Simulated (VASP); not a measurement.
# Be16CO in VASP: further runs, part 2 of 2

VASP 6.6.1.

### 5 Single point, PBE

INCAR

```
SYSTEM = Be16CO
ALGO = Normal
DIPOL = 0.5 0.5 0.310
EDIFF = 1E-6
ENCUT = 520
GGA = PE
IDIPOL = 3
ISIF = 2
ISMEAR = 0
LASPH = .TRUE.
LCHARG = .TRUE.
LDIPOL = .TRUE.
LELF = .TRUE.
LREAL = Auto
LVACPOTAV = .TRUE.
LVHAR = .TRUE.
LWAVE = .FALSE.
NBANDS = 36
NELM = 80
PREC = Accurate
SIGMA = 0.1
```

KPOINTS

```
k-points
0
G
  6 6 1
  0 0 0
```

POSCAR

```
Be16CO
1.0
    4.5254381410      0.0000000000      0.0000000000
   -2.2627190705      3.9191443934      0.0000000000
    0.0000000000      0.0000000000     23.4761687145
Be C O
16 1 1
Direct
    0.3333333333      0.1666666667      0.1703855535
    0.3333333333      0.6666666667      0.1703855535
    0.8333333333      0.1666666667      0.1703855535
    0.8333333333      0.6666666667      0.1703855535
    0.1666666667      0.3333333333      0.2463521558
    0.1666666667      0.8333333333      0.2463521558
    0.6666666667      0.3333333333      0.2463521558
    0.6666666667      0.8333333333      0.2463521558
    0.3333333333      0.1666666667      0.3241941575
    0.3333333333      0.6666666667      0.3241941575
    0.8333333333      0.1666666667      0.3241941575
    0.8333333333      0.6666666667      0.3241941575
    0.1666666667      0.3333333333      0.4036505628
    0.1666666667      0.8333333333      0.4036505628
    0.6666666667      0.3333333333      0.4036505628
    0.6666666667      0.8333333333      0.4036505628
    0.1666666667      0.3333333333      0.4735086397
    0.2049696816      0.2950303184      0.5212367836
```

Potentials or basis: VASP PAW PBE potentials, release 64 (Be, C, O).

On the command line:

```bash
$ cat potpaw_PBE.64/Be/POTCAR potpaw_PBE.64/C/POTCAR potpaw_PBE.64/O/POTCAR > POTCAR
$ mpirun -np 1 vasp_std > vasp.out
```

OUTCAR:

```text
SYSTEM = Be16CO
   EDIFF = 1E-6
   ENCUT = 520
   GGA = PE
   ISIF = 2
   ISMEAR = 0
   LASPH = .TRUE.
   LREAL = Auto
   NELM = 80
   PREC = Accurate

 ion  position               nearest neighbor table
   1  0.333  0.167  0.170-   5 2.21   7 2.21   6 2.21   3 2.26   3 2.26   2 2.26   2 2.26   4 2.26
                             4 2.26
   2  0.333  0.667  0.170-   6 2.21   8 2.21   5 2.21   4 2.26   4 2.26   3 2.26   1 2.26   1 2.26
                             3 2.26
   3  0.833  0.167  0.170-   7 2.21   5 2.21   8 2.21   1 2.26   1 2.26   2 2.26   4 2.26   4 2.26
                             2 2.26
   4  0.833  0.667  0.170-   8 2.21   6 2.21   7 2.21   2 2.26   2 2.26   1 2.26   3 2.26   3 2.26
                             1 2.26
   5  0.167  0.333  0.246-   1 2.21   3 2.21   2 2.21   9 2.25  11 2.25  10 2.25   7 2.26   7 2.26
                             6 2.26   6 2.26   8 2.26   8 2.26
   6  0.167  0.833  0.246-   2 2.21   4 2.21   1 2.21  10 2.25  12 2.25   9 2.25   8 2.26   8 2.26
                             7 2.26   5 2.26   5 2.26   7 2.26
   7  0.667  0.333  0.246-   3 2.21   1 2.21   4 2.21  11 2.25   9 2.25  12 2.25   5 2.26   5 2.26
                             6 2.26   8 2.26   8 2.26   6 2.26
   8  0.667  0.833  0.246-   4 2.21   2 2.21   3 2.21  12 2.25  10 2.25  11 2.25   6 2.26   6 2.26
                             5 2.26   7 2.26   7 2.26   5 2.26
   9  0.333  0.167  0.324-   5 2.25   7 2.25   6 2.25  11 2.26  11 2.26  12 2.26  10 2.26  10 2.26
                            12 2.26  13 2.28  15 2.28  14 2.28
  10  0.333  0.667  0.324-   6 2.25   8 2.25   5 2.25  12 2.26  12 2.26   9 2.26   9 2.26  11 2.26
                            11 2.26  14 2.28  16 2.28  13 2.28
  11  0.833  0.167  0.324-   7 2.25   5 2.25   8 2.25   9 2.26   9 2.26  12 2.26  12 2.26  10 2.26
                            10 2.26  15 2.28  13 2.28  16 2.28
  12  0.833  0.667  0.324-   8 2.25   6 2.25   7 2.25  10 2.26  10 2.26  11 2.26  11 2.26   9 2.26
                             9 2.26  16 2.28  14 2.28  15 2.28
  13  0.167  0.333  0.404-  17 1.64  15 2.26  15 2.26  14 2.26  14 2.26  16 2.26  16 2.26   9 2.28
                            11 2.28  10 2.28
  14  0.167  0.833  0.404-  16 2.26  16 2.26  13 2.26  13 2.26  15 2.26  15 2.26  10 2.28  12 2.28
                             9 2.28
  15  0.667  0.333  0.404-  13 2.26  13 2.26  16 2.26  16 2.26  14 2.26  14 2.26  11 2.28   9 2.28
                            12 2.28
  16  0.667  0.833  0.404-  14 2.26  14 2.26  15 2.26  15 2.26  13 2.26  13 2.26  12 2.28  10 2.28
                            11 2.28
  17  0.167  0.333  0.474-  18 1.16  13 1.64
  18  0.205  0.295  0.521-  17 1.16

[... 204 lines left out ...]
  ---------------------------------------------------
  ext. energy  EPLUGINS =         0.00000000
  ---------------------------------------------------
  free energy    TOTEN  =       -71.59428936 eV

  energy without entropy =      -71.58232381  energy(sigma->0) =      -71.58830659

 E-fermi :  -1.2888     XC(G=0):  -4.6131

 val. band max:       -1.3567974735   @ k =   0.5000   0.3333   0.0000
 cond. band min:      -1.0965061313   @ k =   0.3333   0.3333   0.0000
 fundamental gap:      0.2602913422
 Fermi energy:        -1.2888094010

 k-point     1 :       0.0000    0.0000    0.0000
  band No.  band energies     occupation
      1     -25.0122      2.00000
      2     -11.6138      2.00000
      3     -11.0515      2.00000
      4      -9.8995      2.00000
      5      -8.5628      2.00000
      6      -7.7655      2.00000
[... 457 lines left out ...]
     32       4.5223      0.00000
     33       4.6996      0.00000
 [bands above 33 left out]

------------------------ aborting loop because EDIFF is reached ----------------------------------------

  FORCE on cell =-STRESS in cart. coord.  units (eV):
  Direction    XX          YY          ZZ          XY          YZ          ZX
  --------------------------------------------------------------------------------------
  -------------------------------------------------------------------------------------
  Total       -4.7354788     -4.6370726     -0.2360140      0.0852223     -0.0060174      0.0104422
  in kB      -18.2219714    -17.8433075     -0.9081744      0.3279325     -0.0231547      0.0401814
  external PRESSURE =     -12.3244844 kB  Pullay stress =       0.0000000 kB

 VOLUME and BASIS-vectors are now :
 -----------------------------------------------------------------------------
  energy-cutoff  :      520.00
  volume of cell :      416.37
      direct lattice vectors                 reciprocal lattice vectors
     4.525438141  0.000000000  0.000000000     0.220973079  0.127578867  0.000000000
    -2.262719071  3.919144393  0.000000000     0.000000000  0.255157733  0.000000000
     0.000000000  0.000000000 23.476168715     0.000000000  0.000000000  0.042596388

 POSITION                                       TOTAL-FORCE (eV/Angst)
 -----------------------------------------------------------------------------------
      1.13136      0.65319      4.00000        -0.041116      0.023738     -0.131967
     -0.00000      2.61276      4.00000        -0.009717     -0.051000     -0.107954
      3.39408      0.65319      4.00000         0.039309      0.033916     -0.107954
      2.26272      2.61276      4.00000         0.011378     -0.006569     -0.103044
      0.00000      1.30638      5.78340        -0.002407      0.001390      0.506656
     -1.13136      3.26595      5.78340        -0.056734     -0.032813      0.231626
[... 10 lines left out ...]
      0.00000      1.30638     11.11617         0.794081     -0.458463     -0.414397
      0.26001      1.15627     12.23664        -0.472626      0.272870      0.878590
 -----------------------------------------------------------------------------------
    total drift:                                0.000572     -0.000331     -0.005786

  FREE ENERGIE OF THE ION-ELECTRON SYSTEM (eV)
  ---------------------------------------------------
  free  energy   TOTEN  =       -71.5942893628 eV

  energy  without entropy=      -71.5823238132  energy(sigma->0) =      -71.58830659

 vacuum level on the upper side and lower side of the slab         4.256         3.947
```

It took 6.5 min on 1 thread of AMD EPYC 9R45 (Zen 5), shared host; peak memory 0.52 GiB.

What came out:

```
Free energy            : -71.5943 eV
Largest force          : 1.034 eV/Å
Band gap on the k mesh : zero (band 21 reaches -0.96 eV, above the bottom of band 22 at -2.13 eV)
```

Forces in eV/Å, atoms in the order of the input:
```
Be  -0.041  0.024 -0.132
Be  -0.010 -0.051 -0.108
Be   0.039  0.034 -0.108
Be   0.011 -0.007 -0.103
Be  -0.002  0.001  0.507
Be  -0.057 -0.033  0.232
Be   0.000  0.066  0.232
Be   0.058 -0.033  0.213
Be   0.178 -0.103 -0.031
Be  -0.008  0.196  0.082
Be  -0.174 -0.091  0.082
Be  -0.002  0.001 -0.109
Be  -0.176  0.102 -0.052
Be  -0.101  0.078 -0.393
Be  -0.118  0.048 -0.393
Be   0.081 -0.047 -0.381
C    0.794 -0.458 -0.414
O   -0.473  0.273  0.879
```

### 6 Single point, PBE

INCAR

```
SYSTEM = Be16CO
ALGO = Normal ; DIPOL = 0.5 0.5 0.306
EDIFF = 1E-6 ; ENCUT = 520
GGA = PE ; IDIPOL = 3
ISIF = 2 ; ISMEAR = 0
LASPH = .True. ; LCHARG = .False.
LDIPOL = .True. ; LREAL = Auto
LWAVE = .False. ; NBANDS = 36
NELM = 60 ; PREC = Accurate
SIGMA = 0.1
```

KPOINTS

```
k-points
0
Gamma
  6 6 1
  0 0 0
```

POSCAR, as its differences from that of step 5:

```diff
@@ -24,3 +24,3 @@
     0.6666666667      0.8333333333      0.4036505628
-    0.1666666667      0.3333333333      0.4735086397
-    0.2049696816      0.2950303184      0.5212367836
+    0.1666666667      0.3333333333      0.4641374343
+    0.3146581520      0.1853418480      0.4641374343
```

Potentials or basis: VASP PAW PBE potentials, release 64 (Be, C, O).

On the command line:

```bash
$ cat potpaw_PBE.64/Be/POTCAR potpaw_PBE.64/C/POTCAR potpaw_PBE.64/O/POTCAR > POTCAR
$ mpirun -np 1 vasp_std > vasp.out
```

Wall time 7.3 min (1 thread of Intel Xeon Platinum 8488C (Sapphire Rapids), shared host); peak memory 0.55 GiB.

The run converged. Its results:

```
Free energy            : -67.1184 eV
Largest force          : 12.414 eV/Å
Band gap on the k mesh : zero (band 21 reaches -0.80 eV, above the bottom of band 22 at -1.26 eV)
```

Forces on the atoms (eV/Å):
```
Be  -0.077  0.044 -0.075
Be  -0.029 -0.116 -0.161
Be   0.086  0.083 -0.161
Be  -0.002  0.001 -0.110
Be   0.048 -0.027  0.492
Be  -0.041 -0.011  0.245
Be  -0.011  0.041  0.245
Be   0.058 -0.034  0.102
Be   0.062 -0.036  0.297
Be   0.016  0.118  0.047
Be  -0.094 -0.073  0.047
Be  -0.055  0.032  0.003
Be  -0.761  0.439 -9.021
Be   0.191 -0.688 -0.580
Be   0.691  0.179 -0.580
Be   0.009 -0.005 -0.889
C   -7.373  4.257  9.035
O    7.282 -4.204  1.064
```

Levels at points of the mesh, in eV from the Fermi level:
| k point | band 19 | band 20 | band 21 | band 22 | band 23 | band 24 |
| --- | --- | --- | --- | --- | --- | --- |
| (0.00, 0.00, 0.00) | -1.78 | -1.78 | -1.71 | -0.25 | 0.81 | 1.04 |
| (0.50, 0.00, 0.00) | -0.81 | -0.18 | 0.18 | 0.52 | 1.55 | 1.68 |
| (0.50, 0.50, 0.00) | -0.84 | 0.05 | 0.22 | 0.36 | 1.23 | 1.77 |
